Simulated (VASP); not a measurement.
# Ca8Se7 (a cell with a defect) in VASP: single point with PBE

Aim: the single point of Ca8Se7 (a cell with a defect) with PBE.

Everything below comes from runs of VASP 6.6.1. Logs are shortened: lines on timing, memory, paths and dates and some standing lists are left out, and cuts for length are marked.

### Step 1. The cell of the first run

The cell holds a defect, 15 atoms: a = 8.337 Å, b = 8.337 Å, c = 8.337 Å, α = 60.00°, β = 60.00°, γ = 60.00°.

### Step 2. Single point, PBE

INCAR reads:

```
ALGO = Normal
EDIFF = 1E-6
ENCUT = 400
GGA = PE
GGA_COMPAT = False
ISIF = 2
ISMEAR = -1
LASPH = True
LCHARG = False
LREAL = False
LWAVE = False
NBANDS = 74
NELM = 120
PREC = Accurate
SIGMA = 0.05
```

KPOINTS reads:

```
k-points
0
Gamma
  2 2 2
```

POSCAR reads:

```
Ca8Se7
1.0
    0.0000000000      5.8953040000      5.8953040000
    5.8953040000      0.0000000000      5.8953040000
    5.8953040000      5.8953040000      0.0000000000
Ca Se
8 7
Direct
   -0.0006687526      0.0011196200     -0.0000891387
   -0.0020758896     -0.0005234675      0.5015235856
   -0.0022423780      0.5027339557     -0.0017541928
   -0.0020114315      0.5028990871      0.5009244646
    0.5011718649     -0.0002760672     -0.0022186303
    0.5010713612     -0.0004936132      0.5015215500
    0.5011877250      0.5027167386     -0.0017661515
    0.4993850190      0.5011250480      0.4998723560
    0.2495571051      0.2510934127      0.2497048498
    0.2490712947      0.2513939909      0.7497648976
    0.2495330181      0.7513576908      0.2496955204
    0.2494769566      0.7510907834      0.7499078080
    0.7493934155      0.2511195351      0.2500473258
    0.7495372588      0.2513585389      0.7497028143
    0.7491321906      0.7513178286      0.2497638799
```

Potentials or basis: VASP PAW PBE potentials, release 64 (Ca_sv, Se).

On the command line:

```console
cat potpaw_PBE.64/Ca_sv/POTCAR potpaw_PBE.64/Se/POTCAR > POTCAR
mpirun -np 1 vasp_std > vasp.out
```

OUTCAR:

```text
EDIFF = 1E-6
   ENCUT = 400
   GGA = PE
   ISIF = 2
   ISMEAR = -1
   LASPH = True
   LREAL = False
   NELM = 120
   PREC = Accurate

 ion  position               nearest neighbor table
   1  0.999  0.001  1.000-  11 2.95  15 2.95  14 2.95  10 2.95  12 2.95  13 2.95
   2  0.998  0.999  0.502-  12 2.95  11 2.95  13 2.95  14 2.95   9 2.97
   3  0.998  0.503  0.998-  10 2.95  13 2.95  12 2.95  15 2.95   9 2.97
   4  0.998  0.503  0.501-  10 2.95  14 2.95  11 2.95  15 2.95   9 2.97
   5  0.501  1.000  0.998-  15 2.95  14 2.95  11 2.95  10 2.95   9 2.97
   6  0.501  1.000  0.502-  13 2.95  15 2.95  12 2.95  10 2.95   9 2.97
   7  0.501  0.503  0.998-  14 2.95  13 2.95  12 2.95  11 2.95   9 2.97
   8  0.499  0.501  0.500-  13 2.95  15 2.95  14 2.95  12 2.95  11 2.95  10 2.95
   9  0.250  0.251  0.250-   4 2.97   2 2.97   7 2.97   3 2.97   5 2.97   6 2.97
  10  0.249  0.251  0.750-   3 2.95   4 2.95   1 2.95   8 2.95   5 2.95   6 2.95
  11  0.250  0.751  0.250-   2 2.95   1 2.95   4 2.95   5 2.95   8 2.95   7 2.95
  12  0.249  0.751  0.750-   2 2.95   8 2.95   6 2.95   1 2.95   7 2.95   3 2.95
  13  0.749  0.251  0.250-   8 2.95   6 2.95   3 2.95   2 2.95   7 2.95   1 2.95
  14  0.750  0.251  0.750-   7 2.95   8 2.95   4 2.95   1 2.95   5 2.95   2 2.95
  15  0.749  0.751  0.250-   8 2.95   5 2.95   6 2.95   1 2.95   4 2.95   3 2.95

  LATTYP: Found a face centered cubic cell.
 ALAT       =    11.7906080000

  Lattice vectors:

 A1 = (   0.0000000000,   5.8953040000,   5.8953040000)
 A2 = (   5.8953040000,   0.0000000000,   5.8953040000)
 A3 = (   5.8953040000,   5.8953040000,   0.0000000000)

Analysis of symmetry for initial positions (statically):
=====================================================================
 Subroutine PRICEL returns:
 Original cell was already a primitive cell.

 Routine SETGRP: Setting up the symmetry group for a
 face centered cubic supercell.

 Subroutine GETGRP returns: Found  1 space group operations
 (whereof  1 operations were pure point group operations)
 out of a pool of 48 trial point group operations.

The static configuration has the point symmetry C_1 .

Analysis of symmetry for dynamics (positions and initial velocities):
=====================================================================
 Subroutine PRICEL returns:
 Original cell was already a primitive cell.

 Routine SETGRP: Setting up the symmetry group for a
 face centered cubic supercell.
[... 128 lines left out ...]
   EFERMI =   0.00;   METHOD = LEGACY
   ISMEAR =    -1;   SIGMA  =   0.05  broadening in eV -4-tet -1-fermi 0-gaus
   EFERMI_NEDOS =   21; number of points for ismear=-14 and -15
   IALGO  =     38    algorithm
   IMIX   =      4    mixing-type and parameters
     AMIX     =   0.40;   BMIX     =  1.00
     AMIX_MAG =   1.60;   BMIX_MAG =  1.00
  volume/ion in A,a.u.               =      27.32       184.35
  Fermi-wavevector in a.u.,A,eV,Ry     =   1.093147  2.065748 16.258559  1.194970
  Thomas-Fermi vector in A             =   2.229427
   LORBIT       =      0    0 simple, 1 ext, 2 COOP (PROOUT), +10 PAW based schemes
   GGA     = PE    functional components
   LHFCALC =     F    Hartree Fock is set to
   AEXX    =    0.0000 exact exchange contribution
   IVDW    =     0    specifies the selected vdW correction
   LEPSILON=     F    determine dielectric tensor
   LRPA    =     F    only Hartree local field effects (RPA)
 non-spin polarized calculation
  energy-cutoff  :      400.00
  volume of cell :      409.78
 maximum number of plane-waves:      7456
   NGX = 27   NGY = 27   NGZ = 27

 number of electron     121.9999979 magnetization

 Free energy of the ion-electron system (eV)
  ---------------------------------------------------
  ext. energy  EPLUGINS =         0.00000000
  ---------------------------------------------------
  free energy    TOTEN  =       -67.70712453 eV

  energy without entropy =      -67.68695947  energy(sigma->0) =      -67.69704200

 E-fermi :   4.0512     XC(G=0):  -8.9400

 val. band max:        3.9036828909   @ k =   0.0000   0.5000   0.5000
 cond. band min:       4.1826614614   @ k =   0.0000   0.0000   0.0000
 fundamental gap:      0.2789785705
 Fermi energy:         4.0512140252

 k-point     1 :       0.0000    0.0000    0.0000
  band No.  band energies     occupation
      1     -37.6873      2.00000
      2     -37.6826      2.00000
      3     -37.6824      2.00000
      4     -37.6821      2.00000
      5     -37.6803      2.00000
      6     -37.6800      2.00000
[... 597 lines left out ...]
     72       6.8735      0.00000
     73       6.8884      0.00000
 [bands above 73 left out]

------------------------ aborting loop because EDIFF is reached ----------------------------------------

  FORCE on cell =-STRESS in cart. coord.  units (eV):
  Direction    XX          YY          ZZ          XY          YZ          ZX
  --------------------------------------------------------------------------------------
  -------------------------------------------------------------------------------------
  Total        2.8234685      2.8176469      2.8194484      0.0002509     -0.0002644      0.0002213
  in kB       11.0393859     11.0166242     11.0236678      0.0009808     -0.0010340      0.0008652
  external PRESSURE =      11.0265593 kB  Pullay stress =       0.0000000 kB

 VOLUME and BASIS-vectors are now :
 -----------------------------------------------------------------------------
  energy-cutoff  :      400.00
  volume of cell :      409.78
      direct lattice vectors                 reciprocal lattice vectors
     0.000000000  5.895304000  5.895304000    -0.084813268  0.084813268  0.084813268
     5.895304000  0.000000000  5.895304000     0.084813268 -0.084813268  0.084813268
     5.895304000  5.895304000  0.000000000     0.084813268  0.084813268 -0.084813268

 POSITION                                       TOTAL-FORCE (eV/Angst)
 -----------------------------------------------------------------------------------
      5.90138     11.78614      5.89796         0.000495     -0.000326      0.002211
      8.84885      8.83970     11.77528        -0.000165     -0.001523     -0.011592
      8.84873     11.76705      8.84585         0.001233     -0.012748      0.001741
      5.91784      8.83655      8.84819         0.016760      0.002119     -0.001990
     11.77590      8.83678      8.84824        -0.009560      0.000634     -0.002916
      8.84902      5.91059      8.84636         0.000820      0.010287     -0.001102
      8.84856      8.83955      5.91832         0.001624     -0.001934      0.012547
      5.90118      5.89093      5.89831         0.002230     -0.001456      0.000421
      2.95236      2.94330      2.95149         0.000790     -0.000720      0.001166
      5.90214      5.88844      2.95040        -0.003725      0.004460      0.002351
      5.90151      2.94310      5.90055        -0.002951     -0.001007     -0.003605
      8.84884      5.89168      5.89865         0.001407     -0.000121     -0.000745
      2.95453      5.89201      5.89833        -0.003852     -0.001719      0.000355
      5.90156      8.83848      5.90058        -0.001873     -0.000277     -0.002597
      5.90168      5.88880      8.84561        -0.003232      0.004331      0.003755
 -----------------------------------------------------------------------------------
    total drift:                                0.000478     -0.000346      0.000190

  FREE ENERGIE OF THE ION-ELECTRON SYSTEM (eV)
  ---------------------------------------------------
  free  energy   TOTEN  =       -67.7071245341 eV

  energy  without entropy=      -67.6869594687  energy(sigma->0) =      -67.69704200
```

stdout:

```text
POSCAR found type information on POSCAR CaSe
 POSCAR found :  2 types and      15 ions
 scaLAPACK will be used
 LDA part: xc-table for (Slater+PW92), standard interpolation
 POSCAR, INCAR and KPOINTS ok, starting setup
 FFT: planning ... GRIDC
 FFT: planning ... GRID_SOFT
 FFT: planning ... GRID
 WAVECAR not read
 entering main loop
```

Run time: 4.9 min. Hardware: 1 thread of Oxide Virtual Turin-like, shared host; peak memory 0.39 GiB.

What came out:

* Free energy: -67.7071 eV
* Pressure: 1.1 GPa
* Largest force: 0.017 eV/Å
* Band gap on the k mesh: 0.28 eV

Forces in eV/Å, atoms in the order of the input:
```
Ca   0.000  0.000  0.002
Ca   0.000 -0.002 -0.012
Ca   0.001 -0.013  0.002
Ca   0.017  0.002 -0.002
Ca  -0.010  0.001 -0.003
Ca   0.001  0.010 -0.001
Ca   0.002 -0.002  0.013
Ca   0.002 -0.001  0.000
Se   0.001 -0.001  0.001
Se  -0.004  0.004  0.002
Se  -0.003 -0.001 -0.004
Se   0.001  0.000 -0.001
Se  -0.004 -0.002  0.000
Se  -0.002  0.000 -0.003
Se  -0.003  0.004  0.004
```

Levels at points of the mesh, in eV from the valence-band top:
```
           k point  band 59  band 60  band 61  band 62  band 63  band 64
(0.00, 0.00, 0.00)    -2.05    -2.05    -0.73     0.28     0.28     0.28
(0.50, 0.00, 0.00)    -2.51    -2.51    -0.07     0.75     1.50     1.50
(0.00, 0.50, 0.00)    -2.51    -2.51    -0.07     0.75     1.50     1.50
(0.00, 0.00, 0.50)    -2.51    -2.51    -0.07     0.75     1.50     1.50
(0.50, 0.50, 0.50)    -2.51    -2.51    -0.07     0.75     1.50     1.50
(0.50, 0.50, 0.00)    -2.45    -2.45     0.00     0.87     1.10     1.10
(0.00, 0.50, 0.50)    -2.45    -2.45     0.00     0.87     1.10     1.10
(0.50, 0.00, 0.50)    -2.45    -2.45     0.00     0.87     1.10     1.10
```

Caveat: the k points lie up to 0.46 Å⁻¹ apart.
